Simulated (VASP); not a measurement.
# Sc (I-42m) in VASP: single point with PBEsol

Aim: the single point of Sc with PBEsol.

Program: VASP 6.6.1. These are calculated values, not measurements. Logs are shortened: lines on timing, memory, paths and dates and some standing lists are left out, and cuts for length are marked.

## Step 1: The cell of the first run

Symmetry: I-42m, No. 121, tetragonal system. The conventional cell has a = 6.299 Å, b = 6.299 Å, c = 5.602 Å, α = 90.00°, β = 90.00°, γ = 90.00°. Within 3.7 Å of Sc (site symmetry m) lie 9 Sc at 2.82 to 3.39 Å.

## Step 2: Single point, PBEsol (strained and its atoms moved)

The input, INCAR:

```
SYSTEM = Sc
  PREC = Accurate
  ENCUT = 520
  EDIFF = 1E-6
  ISMEAR = 0
  SIGMA = 0.1
  LREAL = .FALSE.
  LASPH = .TRUE.
  NELM = 80
  ALGO = Fast
  ISIF = 2
  LWAVE = .FALSE.
  LCHARG = .FALSE.
  GGA = PS
  NBANDS = 30
```

The input, KPOINTS:

```
regular mesh
0
G
  10 10 10
  0 0 0
```

The input, POSCAR:

```
Sc
1.0
   -3.1495564022      3.1495564022      2.8007725588
    3.1495564022     -3.1495564022      2.8007725588
    3.1495564022      3.1495564022     -2.8007725588
Sc
4
Direct
    0.2033475863      0.3872071074      0.5000000000
    0.6127928926      0.1127928926      0.8161404689
    0.2966524137      0.7966524137      0.1838595311
    0.8872071074      0.7033475863      0.5000000000
```

Potentials or basis: VASP PAW PBE potentials, release 64 (Sc_sv).

Command:

```console
$ cat potpaw_PBE.64/Sc_sv/POTCAR > POTCAR
$ mpirun -np 1 vasp_std > vasp.out
```

OUTCAR:

```text
SYSTEM = Sc
   PREC = Accurate
   ENCUT = 520
   EDIFF = 1E-6
   ISMEAR = 0
   LREAL = .FALSE.
   LASPH = .TRUE.
   NELM = 80
   ISIF = 2
   GGA = PS

 ion  position               nearest neighbor table
   1  0.203  0.387  0.500-   4 2.82   3 3.04   2 3.04   4 3.24   4 3.24   2 3.39   3 3.39   2 3.39
                             3 3.39
   2  0.613  0.113  0.816-   3 2.82   1 3.04   4 3.04   3 3.24   3 3.24   4 3.39   1 3.39   1 3.39
                             4 3.39
   3  0.297  0.797  0.184-   2 2.82   1 3.04   4 3.04   2 3.24   2 3.24   1 3.39   4 3.39   4 3.39
                             1 3.39
   4  0.887  0.703  0.500-   1 2.82   3 3.04   2 3.04   1 3.24   1 3.24   2 3.39   3 3.39   2 3.39
                             3 3.39

  LATTYP: Found a body centered tetragonal cell.
 ALAT       =     6.2991128044
 C/A-ratio  =     0.8892593753

  Lattice vectors:

 A1 = (  -3.1495564022,   3.1495564022,   2.8007725588)
 A2 = (   3.1495564022,  -3.1495564022,   2.8007725588)
 A3 = (   3.1495564022,   3.1495564022,  -2.8007725588)

Analysis of symmetry for initial positions (statically):
=====================================================================
 Subroutine PRICEL returns:
 Original cell was already a primitive cell.

 Routine SETGRP: Setting up the symmetry group for a
 body centered tetragonal supercell.

 Subroutine GETGRP returns: Found  8 space group operations
 (whereof  4 operations were pure point group operations)
 out of a pool of 16 trial point group operations.

The static configuration has the point symmetry S_4 .
 The point group associated with its full space group is D_2d.

Analysis of symmetry for dynamics (positions and initial velocities):
=====================================================================
 Subroutine PRICEL returns:
 Original cell was already a primitive cell.

 Routine SETGRP: Setting up the symmetry group for a
 body centered tetragonal supercell.

 Subroutine GETGRP returns: Found  8 space group operations
 (whereof  4 operations were pure point group operations)
 out of a pool of 16 trial point group operations.

The dynamic configuration has the point symmetry S_4 .
 The point group associated with its full space group is D_2d.

 Subroutine INISYM returns: Found  8 space group operations
 (whereof  4 operations are pure point group operations),
 and found     1 'primitive' translations

----------------------------------------------------------------------------------------

                                     Primitive cell

  volume of cell :     111.1314

[... 94 lines left out ...]
   EDIFFG = 0.1E-04   stopping-criterion for IOM
   NSW    =      0    number of steps for IOM
   IBRION =     -1    ionic relax: 0-MD 1-quasi-New 2-CG
   NFREE  =      0    steps in history (QN), initial steepest desc. (CG)
   ISIF   =      2    stress and relaxation
   ISYM   =      2    0-nonsym 1-usesym 2-fastsym
   POTIM  = 0.5000    time-step for ionic-motion
   TEBEG  =    0.0;   TEEND  =   0.0 temperature during run
   PSTRESS=    0.0 pullay stress
   NELECT =      44.0000    total number of electrons
   NUPDOWN=      -1.0000    fix difference up-down
   EMIN   =  10.00;   EMAX   =-10.00  energy-range for DOS
   EFERMI =   0.00;   METHOD = LEGACY
   ISMEAR =     0;   SIGMA  =   0.10  broadening in eV -4-tet -1-fermi 0-gaus
   EFERMI_NEDOS =   21; number of points for ismear=-14 and -15
   IALGO  =     68    algorithm
   IMIX   =      4    mixing-type and parameters
     AMIX     =   0.40;   BMIX     =  1.00
     AMIX_MAG =   1.60;   BMIX_MAG =  1.00
  volume/ion in A,a.u.               =      27.78       187.49
  Fermi-wavevector in a.u.,A,eV,Ry     =   1.202117  2.271672 19.661589  1.445086
  Thomas-Fermi vector in A             =   2.337907
   LORBIT       =      0    0 simple, 1 ext, 2 COOP (PROOUT), +10 PAW based schemes
   GGA     = PS    functional components
   LHFCALC =     F    Hartree Fock is set to
   AEXX    =    0.0000 exact exchange contribution
   IVDW    =     0    specifies the selected vdW correction
   LEPSILON=     F    determine dielectric tensor
   LRPA    =     F    only Hartree local field effects (RPA)
 non-spin polarized calculation
 RMM-DIIS sequential band-by-band and
 Gauss-broadening in eV      SIGMA  =   0.10
  energy-cutoff  :      520.00
  volume of cell :      111.13
 maximum number of plane-waves:      3031
   NGX = 19   NGY = 19   NGZ = 19

 number of electron      43.9999997 magnetization

 Free energy of the ion-electron system (eV)
  ---------------------------------------------------
  ext. energy  EPLUGINS =         0.00000000
  ---------------------------------------------------
  free energy    TOTEN  =       -24.93228072 eV

  energy without entropy =      -24.88978633  energy(sigma->0) =      -24.91103352

 E-fermi :   2.7554     XC(G=0):  -9.4062

 val. band max:        2.7540305182   @ k =   0.5000   0.5000   0.1000
 cond. band min:       2.7571488071   @ k =  -0.3000   0.4000   0.1000
 fundamental gap:      0.0031182889
 Fermi energy:         2.7554267841

 k-point     1 :       0.0000    0.0000    0.0000
  band No.  band energies     occupation
      1     -46.4897      2.00000
      2     -46.4148      2.00000
      3     -46.3760      2.00000
      4     -46.3760      2.00000
      5     -25.3637      2.00000
      6     -25.3274      2.00000
[... 781 lines left out ...]
     29       4.5315      0.00000
     30       4.6056      0.00000

 [... further k-points ...]

------------------------ aborting loop because EDIFF is reached ----------------------------------------

  FORCE on cell =-STRESS in cart. coord.  units (eV):
  Direction    XX          YY          ZZ          XY          YZ          ZX
  --------------------------------------------------------------------------------------
  -------------------------------------------------------------------------------------
  Total       -1.9571700     -1.9571700     -2.1199733      0.0000000      0.0000000      0.0000000
  in kB      -28.2164594    -28.2164594    -30.5635896      0.0000000      0.0000000      0.0000000
  external PRESSURE =     -28.9988361 kB  Pullay stress =       0.0000000 kB

 VOLUME and BASIS-vectors are now :
 -----------------------------------------------------------------------------
  energy-cutoff  :      520.00
  volume of cell :      111.13
      direct lattice vectors                 reciprocal lattice vectors
    -3.149556402  3.149556402  2.800772559     0.000000000  0.158752515  0.178522172
     3.149556402 -3.149556402  2.800772559     0.158752515  0.000000000  0.178522172
     3.149556402  3.149556402 -2.800772559     0.158752515  0.158752515  0.000000000

 POSITION                                       TOTAL-FORCE (eV/Angst)
 -----------------------------------------------------------------------------------
      2.15385      0.99570      0.25362        -0.642231      0.642231     -0.844596
      0.99570      4.14526     -0.25362         0.642231      0.642231      0.844596
      2.15385     -0.99570      2.54715        -0.642231     -0.642231      0.844596
      0.99570      2.15385      3.05440         0.642231     -0.642231     -0.844596
 -----------------------------------------------------------------------------------
    total drift:                               -0.000022      0.000010      0.000012

  FREE ENERGIE OF THE ION-ELECTRON SYSTEM (eV)
  ---------------------------------------------------
  free  energy   TOTEN  =       -24.9322807151 eV

  energy  without entropy=      -24.8897863304  energy(sigma->0) =      -24.91103352
```

Wall time 4.8 min (1 thread of AMD EPYC 9R45 (Zen 5), shared host); peak memory 0.38 GiB.

What came out:

| Item | Value |
| --- | --- |
| Free energy | -24.9323 eV |
| Pressure | -2.9 GPa |
| Largest force | 1.240 eV/Å |
| Band gap on the k mesh | zero (bands 22 and 23 overlap by 0.29 eV) |

Forces in eV/Å, atoms in the order of the input:
```
Sc  -0.642  0.642 -0.845
Sc   0.642  0.642  0.845
Sc  -0.642 -0.642  0.845
Sc   0.642 -0.642 -0.845
```

Stress tensor (GPa, compression positive):
```
-2.82  0.00  0.00
 0.00 -2.82  0.00
 0.00  0.00 -3.06
```

Caveat: the cell differs from its parent crystal (strained and its atoms moved); the PAW data sets were made with another functional, which shifts forces and pressure a little.
